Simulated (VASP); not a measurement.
# Si (Fm-3m) in VASP: further runs

Runs on Si. Level: PBE. Tasks: single point, relaxation of cell and atoms.

Program: VASP 6.6.1. These are calculated values, not measurements. Logs are shortened: lines on timing, memory, paths and dates and some standing lists are left out, and cuts for length are marked.

### 1 The cell of the first run

The structure is cubic, space group Fm-3m (No. 225). Conventional cell: a = 5.846 Å, b = 5.846 Å, c = 5.846 Å, α = 90.00°, β = 90.00°, γ = 90.00°. Within 3.3 Å of Si (site symmetry -43m) lie 10 Si at 2.53 to 2.92 Å. Si (site symmetry m-3m) has 8 Si at 2.53 Å within 3.3 Å.

The cell was built from a structure type or drawn by symmetry, and may not be a known phase.

### 2 Single point, PBE

Input file INCAR:

```
SYSTEM = Si
PREC = Accurate
ENCUT = 520
EDIFF = 1E-6
ISMEAR = 0
SIGMA = 0.1
LREAL = .False.
LASPH = .True.
NELM = 80
ALGO = Normal
ISIF = 2
LWAVE = .False.
LCHARG = .False.
GGA = PE
NBANDS = 13
```

Input file KPOINTS:

```
Automatic mesh
0
Gamma
  6 6 6
  0 0 0
```

Input file POSCAR:

```
Si
1.0
    0.0000000000      2.9231936307      2.9231936307
    2.9231936307      0.0000000000      2.9231936307
    2.9231936307      2.9231936307      0.0000000000
Si
3
Direct
    0.2500000000      0.2500000000      0.2500000000
    0.5000000000      0.5000000000      0.5000000000
    0.7500000000      0.7500000000      0.7500000000
```

Potentials or basis: VASP PAW PBE potentials, release 64 (Si).

On the command line:

```
cat potpaw_PBE.64/Si/POTCAR > POTCAR
mpirun -np 1 vasp_std > vasp.out
```

OUTCAR:

```text
SYSTEM = Si
   PREC = Accurate
   ENCUT = 520
   EDIFF = 1E-6
   ISMEAR = 0
   LREAL = .False.
   LASPH = .True.
   NELM = 80
   ISIF = 2
   GGA = PE

 ion  position               nearest neighbor table
   1  0.250  0.250  0.250-   2 2.53   2 2.53   2 2.53   2 2.53   3 2.92   3 2.92   3 2.92   3 2.92
                             3 2.92   3 2.92
   2  0.500  0.500  0.500-   1 2.53   1 2.53   1 2.53   1 2.53   3 2.53   3 2.53   3 2.53   3 2.53

   3  0.750  0.750  0.750-   2 2.53   2 2.53   2 2.53   2 2.53   1 2.92   1 2.92   1 2.92   1 2.92
                             1 2.92   1 2.92

  LATTYP: Found a face centered cubic cell.
 ALAT       =     5.8463872614

  Lattice vectors:

 A1 = (   0.0000000000,   2.9231936307,   2.9231936307)
 A2 = (   2.9231936307,   0.0000000000,   2.9231936307)
 A3 = (   2.9231936307,   2.9231936307,   0.0000000000)

Analysis of symmetry for initial positions (statically):
=====================================================================
 Subroutine PRICEL returns:
 Original cell was already a primitive cell.

 Routine SETGRP: Setting up the symmetry group for a
 face centered cubic supercell.

 Subroutine GETGRP returns: Found 48 space group operations
 (whereof 48 operations were pure point group operations)
 out of a pool of 48 trial point group operations.

The static configuration has the point symmetry O_h .

Analysis of symmetry for dynamics (positions and initial velocities):
=====================================================================
 Subroutine PRICEL returns:
 Original cell was already a primitive cell.

 Routine SETGRP: Setting up the symmetry group for a
 face centered cubic supercell.

 Subroutine GETGRP returns: Found 48 space group operations
 (whereof 48 operations were pure point group operations)
 out of a pool of 48 trial point group operations.

The dynamic configuration has the point symmetry O_h .

 Subroutine INISYM returns: Found 48 space group operations
 (whereof 48 operations are pure point group operations),
 and found     1 'primitive' translations

----------------------------------------------------------------------------------------

                                     Primitive cell

  volume of cell :      49.9577

  direct lattice vectors                    reciprocal lattice vectors
     0.000000000  2.923193631  2.923193631    -0.171045802  0.171045802  0.171045802
     2.923193631  0.000000000  2.923193631     0.171045802 -0.171045802  0.171045802
     2.923193631  2.923193631  0.000000000     0.171045802  0.171045802 -0.171045802

  length of vectors
     4.134020078  4.134020078  4.134020078     0.296260020  0.296260020  0.296260020

  position of ions in fractional coordinates (direct lattice)
     0.250000000  0.250000000  0.250000000
     0.500000000  0.500000000  0.500000000
     0.750000000  0.750000000  0.750000000

  ion indices of the primitive-cell ions
   primitive index   ion index
                 1           1
                 2           2
                 3           3

----------------------------------------------------------------------------------------

 KPOINTS: Automatic mesh

Automatic generation of k-mesh.
 Grid dimensions read from file:
 generate k-points for:    6    6    6

 Generating k-lattice:

  Cartesian coordinates                     Fractional coordinates (reciprocal lattice)
    -0.028507634  0.028507634  0.028507634     0.166666667  0.000000000  0.000000000
     0.028507634 -0.028507634  0.028507634     0.000000000  0.166666667  0.000000000
     0.028507634  0.028507634 -0.028507634     0.000000000  0.000000000  0.166666667

  Length of vectors
     0.049376670  0.049376670  0.049376670

  Shift w.r.t. Gamma in fractional coordinates (k-lattice)
     0.000000000  0.000000000  0.000000000

 Subroutine IBZKPT returns following result:
 ===========================================

 Found     16 irreducible k-points:

 Following reciprocal coordinates:
            Coordinates               Weight
  0.000000  0.000000  0.000000      1.000000
  0.166667  0.000000  0.000000      8.000000
  0.333333  0.000000  0.000000      8.000000
  0.500000  0.000000  0.000000      4.000000
  0.166667  0.166667  0.000000      6.000000
  0.333333  0.166667  0.000000     24.000000
[... 8 lines left out ...]
 -0.333333  0.333333  0.166667     24.000000
 -0.333333  0.500000  0.166667     12.000000
   k-points           NKPTS =     16   k-points in BZ     NKDIM =     16   number of bands    NBANDS=     13
   number of dos      NEDOS =    301   number of ions     NIONS =      3
   total plane-waves  NPLWV =  32768
   dimension x,y,z NGX =    32 NGY =   32 NGZ =   32
   dimension x,y,z NGXF=    64 NGYF=   64 NGZF=   64
   ions per type =               3
   NGX,Y,Z   is equivalent  to a cutoff of  12.87, 12.87, 12.87 a.u.
   NGXF,Y,Z  is equivalent  to a cutoff of  25.74, 25.74, 25.74 a.u.
 SYSTEM =  Si
   PREC   = accura    normal or accurate (medium, high low for compatibility)
   ISTART =      0    job   : 0-new  1-cont  2-samecut
   ICHARG =      2    charge: 1-file 2-atom 10-const
   ISPIN  =      1    spin polarized calculation?
   LNONCOLLINEAR =      F non collinear calculations
   LSORBIT =      F    spin-orbit coupling
   LASPH  =      T    aspherical Exc in radial PAW
   ENCUT  =  520.0 eV  38.22 Ry    6.18 a.u.   7.69  7.69  7.69*2*pi/ulx,y,z
   NELM   =     80;   NELMIN=  2; NELMDL= -5     # of ELM steps
   EDIFF  = 0.1E-05   stopping-criterion for ELM
   LREAL  =      F    real-space projection
[... 7 lines left out ...]
   TEBEG  =    0.0;   TEEND  =   0.0 temperature during run
   PSTRESS=    0.0 pullay stress
   NELECT =      12.0000    total number of electrons
   NUPDOWN=      -1.0000    fix difference up-down
   EMIN   =  10.00;   EMAX   =-10.00  energy-range for DOS
   EFERMI =   0.00;   METHOD = LEGACY
   ISMEAR =     0;   SIGMA  =   0.10  broadening in eV -4-tet -1-fermi 0-gaus
   EFERMI_NEDOS =   21; number of points for ismear=-14 and -15
   IALGO  =     38    algorithm
   IMIX   =      4    mixing-type and parameters
     AMIX     =   0.40;   BMIX     =  1.00
     AMIX_MAG =   1.60;   BMIX_MAG =  1.00
  volume/ion in A,a.u.               =      16.65       112.38
  Fermi-wavevector in a.u.,A,eV,Ry     =   1.017656  1.923091 14.090516  1.035624
  Thomas-Fermi vector in A             =   2.151069
   LORBIT       =      0    0 simple, 1 ext, 2 COOP (PROOUT), +10 PAW based schemes
   GGA     = PE    functional components
   LHFCALC =     F    Hartree Fock is set to
   AEXX    =    0.0000 exact exchange contribution
   IVDW    =     0    specifies the selected vdW correction
   LEPSILON=     F    determine dielectric tensor
   LRPA    =     F    only Hartree local field effects (RPA)
 non-spin polarized calculation
 Gauss-broadening in eV      SIGMA  =   0.10
  energy-cutoff  :      520.00
  volume of cell :       49.96
 maximum number of plane-waves:      1363
   NGX = 15   NGY = 15   NGZ = 15

 number of electron      12.0000001 magnetization

 Free energy of the ion-electron system (eV)
  ---------------------------------------------------
  ext. energy  EPLUGINS =         0.00000000
  ---------------------------------------------------
  free energy    TOTEN  =       -14.69510476 eV

  energy without entropy =      -14.68709205  energy(sigma->0) =      -14.69109840

 E-fermi :   8.1421     XC(G=0): -10.4029

 val. band max:        8.0791697872   @ k =   0.5000   0.1667   0.0000
 cond. band min:       8.2123869362   @ k =  -0.3333   0.5000   0.1667
 fundamental gap:      0.1332171490
 Fermi energy:         8.1420863730

 k-point     1 :       0.0000    0.0000    0.0000
  band No.  band energies     occupation
      1      -5.3100      2.00000
      2       6.1555      2.00000
      3       6.3259      2.00000
      4       6.3259      2.00000
      5       6.3259      2.00000
      6       6.7115      2.00000
      7       6.7115      2.00000
      8       6.7115      2.00000
      9       8.8877      0.00000
     10      12.2962      0.00000
     11      12.2962      0.00000
     12      12.2963      0.00000
     13      12.3861      0.00000

 k-point     2 :       0.1667    0.0000    0.0000
  band No.  band energies     occupation
      1      -4.9755      2.00000
      2       3.1374      2.00000
      3       5.5731      2.00000
      4       5.5731      2.00000
      5       5.8650      2.00000
      6       7.4843      2.00000
      7       7.4843      2.00000
      8       8.5899      0.00000
      9      10.9169      0.00000
     10      10.9169      0.00000
     11      11.0478      0.00000
     12      12.1454      0.00000
     13      15.0220      0.00000

 k-point     3 :       0.3333    0.0000    0.0000
  band No.  band energies     occupation
      1      -3.9994      2.00000
      2       0.2848      2.00000
      3       5.0632      2.00000
      4       5.0632      2.00000
      5       5.2501      2.00000
      6       7.3671      2.00000
      7       7.3671      2.00000
      8       9.3276      0.00000
      9      11.9184      0.00000
     10      11.9184      0.00000
     11      12.4268      0.00000
     12      15.5786      0.00000
     13      17.8450      0.00000
[... 177 lines left out ...]
 k-point    15 :      -0.3333    0.3333    0.1667
  band No.  band energies     occupation
      1      -1.9876      2.00000
      2      -0.8316      2.00000
      3       0.7997      2.00000
      4       2.8163      2.00000
      5       7.0476      2.00000
      6       7.1424      2.00000
      7      10.5487      0.00000
      8      10.7882      0.00000
      9      11.1773      0.00000
     10      13.2839      0.00000
     11      15.1590      0.00000
     12      15.3850      0.00000
     13      18.0830      0.00000

 k-point    16 :      -0.3333    0.5000    0.1667
  band No.  band energies     occupation
      1      -1.1663      2.00000
      2      -1.0605      2.00000
      3       0.2915      2.00000
      4       2.2978      2.00000
      5       5.6588      2.00000
      6       8.2124      0.32013
      7       9.4283      0.00000
      8      11.7841      0.00000
      9      12.9820      0.00000
     10      14.9472      0.00000
     11      15.2155      0.00000
     12      15.4584      0.00000
     13      18.2400      0.00000

------------------------ aborting loop because EDIFF is reached ----------------------------------------

  FORCE on cell =-STRESS in cart. coord.  units (eV):
  Direction    XX          YY          ZZ          XY          YZ          ZX
  --------------------------------------------------------------------------------------
  -------------------------------------------------------------------------------------
  Total       -0.0341509     -0.0341509     -0.0341509      0.0000000      0.0000000      0.0000000
  in kB       -1.0952424     -1.0952424     -1.0952424      0.0000000      0.0000000      0.0000000
  external PRESSURE =      -1.0952424 kB  Pullay stress =       0.0000000 kB

 VOLUME and BASIS-vectors are now :
 -----------------------------------------------------------------------------
  energy-cutoff  :      520.00
  volume of cell :       49.96
      direct lattice vectors                 reciprocal lattice vectors
     0.000000000  2.923193631  2.923193631    -0.171045802  0.171045802  0.171045802
     2.923193631  0.000000000  2.923193631     0.171045802 -0.171045802  0.171045802
     2.923193631  2.923193631  0.000000000     0.171045802  0.171045802 -0.171045802

 POSITION                                       TOTAL-FORCE (eV/Angst)
 -----------------------------------------------------------------------------------
      1.46160      1.46160      1.46160         0.000000     -0.000000     -0.000000
      2.92319      2.92319      2.92319         0.000000     -0.000000     -0.000000
      4.38479      4.38479      4.38479        -0.000000      0.000000      0.000000
 -----------------------------------------------------------------------------------
    total drift:                               -0.000000      0.000000      0.000000

  FREE ENERGIE OF THE ION-ELECTRON SYSTEM (eV)
  ---------------------------------------------------
  free  energy   TOTEN  =       -14.6951047598 eV

  energy  without entropy=      -14.6870920460  energy(sigma->0) =      -14.69109840
```

Wall time 12 s (1 thread of Intel Xeon 8259CL, shared host); peak memory 0.16 GiB.

What came out:

* Free energy: -14.6951 eV
* Pressure: -0.1 GPa
* Band gap on the k mesh: zero (bands 6 and 7 overlap by 3.01 eV)

Levels at points of the mesh, in eV from the Fermi level:
```tsv
k point	band 3	band 4	band 5	band 6	band 7	band 8	band 9	band 10
(0.00, 0.00, 0.00)	-1.82	-1.82	-1.82	-1.43	-1.43	-1.43	0.75	4.15
(0.50, 0.00, 0.00)	-3.23	-3.23	-3.10	-1.06	-1.06	1.12	6.00	6.00
(0.50, 0.50, 0.00)	-5.96	-5.20	-5.20	-1.71	4.65	4.65	6.88	6.88
```

### 3 Single point, PBE

This run uses another cell than the first one, of 21.36 Å³/atom.

Input file INCAR:

```
ALGO = Normal
EDIFF = 1E-7
ENCUT = 520
GGA = PE
ISIF = 2
ISMEAR = 0
LASPH = T
LCHARG = T
LELF = T
LREAL = F
LVHAR = T
LWAVE = F
NBANDS = 13
NELM = 80
PREC = Accurate
SIGMA = 0.1
```

Input file KPOINTS:

```
k-points
0
Gamma
  6 6 6
```

Input file POSCAR:

```
Si
1.0
    0.0000000000      3.1759473100      3.1759473100
    3.1759473100      0.0000000000      3.1759473100
    3.1759473100      3.1759473100      0.0000000000
Si
3
Direct
    0.2500000000      0.2500000000      0.2500000000
    0.5000000000      0.5000000000      0.5000000000
    0.7500000000      0.7500000000      0.7500000000
```

Potentials or basis: VASP PAW PBE potentials, release 64 (Si).

On the command line:

```
cat potpaw_PBE.64/Si/POTCAR > POTCAR
mpirun -np 1 vasp_std > vasp.out
```

It took 28 s on 1 thread of Intel Xeon 8259CL, shared host; peak memory 0.19 GiB.

Results (log left out):

```yaml
Free_energy: -14.0791 eV
Pressure: -10.9 GPa
Band_gap_on_the_k_mesh: zero (bands 6 and 7 overlap by 1.93 eV)
```

Levels at points of the mesh, in eV from the Fermi level:
```
           k point  band 2  band 3  band 4  band 5  band 6  band 7  band 8  band 9  band 10  band 11
(0.00, 0.00, 0.00)   -3.31   -1.26   -1.26   -1.26   -1.08   -0.95   -0.95   -0.95     3.73     3.73
(0.50, 0.00, 0.00)   -8.28   -3.73   -2.46   -2.46   -0.50   -0.50    0.46    4.57     5.17     5.17
(0.50, 0.50, 0.00)   -8.18   -5.83   -4.06   -4.06   -1.04    3.81    3.81    5.01     5.66     5.83
```

Caveat: the cell stands under tension.

### 4 Relaxation of cell and atoms, PBE

This run uses another cell than the first one, of 21.36 Å³/atom.

Input file INCAR:

```
  PREC = Accurate
  ENCUT = 600
  EDIFF = 1E-7
  ISMEAR = 0
  SIGMA = 0.1
  LREAL = F
  LASPH = T
  NELM = 100
  ALGO = Normal
  ISIF = 3
  LWAVE = F
  LCHARG = F
  GGA = PE
  IBRION = 2
  NSW = 90
  EDIFFG = -0.04
```

Input file KPOINTS:

```
Automatic mesh
0
Gamma
  6 6 6
```

POSCAR is that of step 3.

On the command line:

```
cat potpaw_PBE.64/Si/POTCAR > POTCAR
mpirun -np 1 vasp_std > vasp.out
```

Run time: 48 s. Hardware: 1 thread of Intel Xeon 8259CL, shared host; peak memory 0.2 GiB.

It converged, with:

```
Free energy                           : -14.6957 eV
Relaxed volume                        : 16.61 Å³/atom
Relaxed cell                          : a = 4.130 Å, b = 4.130 Å, c = 4.130 Å, α = 60.00°, β = 60.00°, γ = 60.00°
Space group after relaxing (to 0.1 Å) : Fm-3m (No. 225)
Energy gained by relaxing             : 205.5 meV/atom
Ionic steps                           : 3
Pressure after relaxing               : 0.1 GPa
Band gap on the k mesh                : zero (bands 6 and 7 overlap by 3.01 eV)
```

Step by step:
```csv
step,energy change (eV),largest force (eV/Å),pressure (GPa),volume (Å³)
1,0.0000,0.0000,-10.89,64.07
2,-0.6033,0.0000,-2.55,51.53
3,-0.6166,0.0000,0.13,49.82
```

Final structure:
```xyz
3
Lattice="0.0000 2.9205 2.9205 2.9205 0.0000 2.9205 2.9205 2.9205 0.0000" Properties=species:S:1:pos:R:3 pbc="T T T"
Si    1.4602    1.4602    1.4602
Si    2.9205    2.9205    2.9205
Si    4.3807    4.3807    4.3807
```

Levels at points of the mesh, in eV from the Fermi level:
| k point | band 2 | band 3 | band 4 | band 5 | band 6 | band 7 | band 8 | band 9 | band 10 |
| --- | --- | --- | --- | --- | --- | --- | --- | --- | --- |
| (0.00, 0.00, 0.00) | -1.97 | -1.82 | -1.82 | -1.82 | -1.44 | -1.44 | -1.44 | 0.77 | 4.16 |
| (0.50, 0.00, 0.00) | -9.62 | -3.24 | -3.24 | -3.10 | -1.07 | -1.07 | 1.13 | 6.01 | 6.01 |
| (0.50, 0.50, 0.00) | -9.43 | -5.96 | -5.21 | -5.21 | -1.72 | 4.65 | 4.65 | 6.90 | 6.90 |

Caveat: the volume moved by over 15 % at a fixed basis, so the end points are rough.

(Part 1 of 2 ends here.)
